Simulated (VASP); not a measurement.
Set up this calculation in VASP 6.6.1, as the native input.

```
Task                   : single point
Functional             : PBE
Potentials or basis    : VASP PAW PBE potentials, release 64 (Sn_d, Se)
Cutoff                 : 520 eV
k mesh                 : 3 × 6 × 6
Occupations            : fermi-dirac, width 0.05 eV
Spin                   : no spin polarisation
Dipole correction      : no
Further INCAR settings : ALGO = Normal; EDIFF = 1e-06; NBANDS = 50
```

The structure of SnSe lies in POSCAR:

```
SnSe
1.0
   11.4956313432      0.0000000000      0.0000000000
    0.0000000000      4.2177491531      0.0000000000
    0.0000000000      0.0000000000      4.4895372846
Sn Se
4 4
Direct
    0.8770000000      0.7500000000      0.9090000000
    0.6230000000      0.2500000000      0.4090000000
    0.3770000000      0.7500000000      0.5910000000
    0.1230000000      0.2500000000      0.0910000000
    0.6430000000      0.7500000000      0.9840000000
    0.8570000000      0.2500000000      0.4840000000
    0.1430000000      0.7500000000      0.5160000000
    0.3570000000      0.2500000000      0.0160000000
```

The input as run:

INCAR

```
PREC     = Accurate       # precision mode
ENCUT    = 520            # plane-wave cutoff, eV
EDIFF    = 1E-6           # SCF threshold, eV
ISMEAR   = -1             # smearing method
SIGMA    = 0.05           # smearing width, eV
LREAL    = False          # projectors in reciprocal space
LASPH    = True           # aspherical terms in the spheres
NELM     = 100            # most SCF steps
ALGO     = Normal         # electronic algorithm
ISIF     = 2              # what is computed and relaxed
LWAVE    = False          # write WAVECAR
LCHARG   = False          # write CHGCAR
GGA      = PE             # functional
NBANDS   = 50             # bands
```

KPOINTS

```
Automatic mesh
0
Gamma
  3 6 6
```

Potentials or basis: VASP PAW PBE potentials, release 64 (Sn_d, Se).

Launch:

```console
$ cat potpaw_PBE.64/Sn_d/POTCAR potpaw_PBE.64/Se/POTCAR > POTCAR
$ mpirun -np 1 vasp_std > vasp.out
```

It gave:

```json
{
 "Pressure": "1.3 GPa",
 "Largest force": "0.222 eV/Å",
 "Band gap on the k mesh": "0.55 eV (least direct gap 0.72 eV)"
}
```

Caveat: semilocal functionals underestimate gaps, and a narrow one can read as zero; spin-orbit coupling is left out, which moves the levels of the heavy elements.

Run time: 11 min on 1 thread of Oxide Virtual Turin-like Processor (shared host), peak memory 0.44 GiB.
